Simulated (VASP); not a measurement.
## Al16P16H (a cell with a defect): single point with PBEsol

Al16P16H (a cell with a defect):

```
Al P H
1.0
    -5.47113    5.47113   -5.47113
     5.47113   -5.47113   -5.47113
    -5.47113   -5.47113    5.47113
Al P H
16 16 1
Direct
  0.49502 0.24908 0.24720
  0.24704 0.24904 0.49523
  0.99991 0.24035 0.76005
  0.74668 0.99889 0.26923
  0.75995 0.24012 0.00000
  0.50449 0.00353 0.50469
  0.26894 0.99895 0.74695
  0.99976 0.75052 0.24483
  0.97887 0.01258 0.97907
  0.75972 0.75134 0.50562
  0.50543 0.75140 0.75997
  0.25820 0.50688 0.25843
  0.24459 0.75051 0.99995
  0.99978 0.49878 0.49958
  0.75233 0.50252 0.75256
  0.49943 0.49875 0.99997
  0.49438 0.00022 0.25312
  0.25292 0.00020 0.49465
  0.02133 0.99318 0.74120
  0.75024 0.74634 0.25275
  0.74105 0.99306 0.02165
  0.51191 0.75737 0.51212
  0.25252 0.74636 0.75042
  0.00389 0.50203 0.25101
  0.99698 0.76168 0.99723
  0.74830 0.49661 0.49930
  0.49910 0.49665 0.74851
  0.24168 0.24718 0.24191
  0.25090 0.50212 0.00416
  0.00248 0.25238 0.50990
  0.75207 0.25412 0.75226
  0.50980 0.25238 0.00266
  0.86698 0.09129 0.86725
```

```yaml
Program: VASP 6.6.1
Task: single point
Functional: PBEsol
Potentials_or_basis: VASP PAW PBE potentials, release 64 (Al, P, H)
Cutoff: 520 eV
k_mesh: 2 × 2 × 2, shifted
Occupations: gaussian, width 0.02 eV
Spin: no spin polarisation
```

The largest force is 0.860 eV/Å.

Forces on the atoms (eV/Å):
```
Al   0.002  0.035  0.000
Al   0.001 -0.003  0.034
Al  -0.018 -0.027  0.129
Al   0.008  0.046  0.006
Al  -0.016  0.126 -0.027
Al   0.026 -0.005 -0.005
Al   0.007  0.007  0.045
Al  -0.005  0.029  0.021
Al  -0.069 -0.064 -0.066
Al   0.024  0.070  0.030
Al   0.025  0.029  0.072
Al  -0.003  0.000 -0.001
Al  -0.005  0.021  0.027
Al   0.000  0.027  0.025
Al   0.050 -0.020 -0.023
Al  -0.001  0.025  0.027
P    0.004  0.037 -0.001
P    0.004  0.000  0.035
P    0.029  0.043  0.089
P    0.014  0.038  0.012
P    0.030  0.087  0.045
P   -0.010 -0.012 -0.011
P    0.014  0.010  0.037
P    0.003  0.038  0.024
P   -0.010 -0.001 -0.004
P    0.013  0.023  0.008
P    0.015  0.008  0.026
P   -0.037 -0.016 -0.020
P    0.000  0.026  0.038
P   -0.011  0.003  0.043
P    0.110 -0.027 -0.027
P   -0.012  0.044  0.004
H   -0.182 -0.596 -0.593
```

Levels at points of the mesh, in eV from the Fermi level:
```tsv
k point	band 61	band 62	band 63	band 64	band 65	band 66	band 67	band 68	band 69	band 70
(0.25, 0.25, 0.25)	-1.33	-1.31	-1.25	-1.22	-0.37	1.58	1.61	1.66	1.71	1.74
```

Run time: 16 min on 1 thread of Intel Xeon 8259CL, on a shared host, peak memory 0.74 GiB.

Caveat: the cell carries a net charge on a neutralising background, which shifts energy and pressure; the cell is charged against a uniform background, so pressure and absolute levels hang on convention; the PAW data sets were made with another functional, which shifts forces and pressure a little.
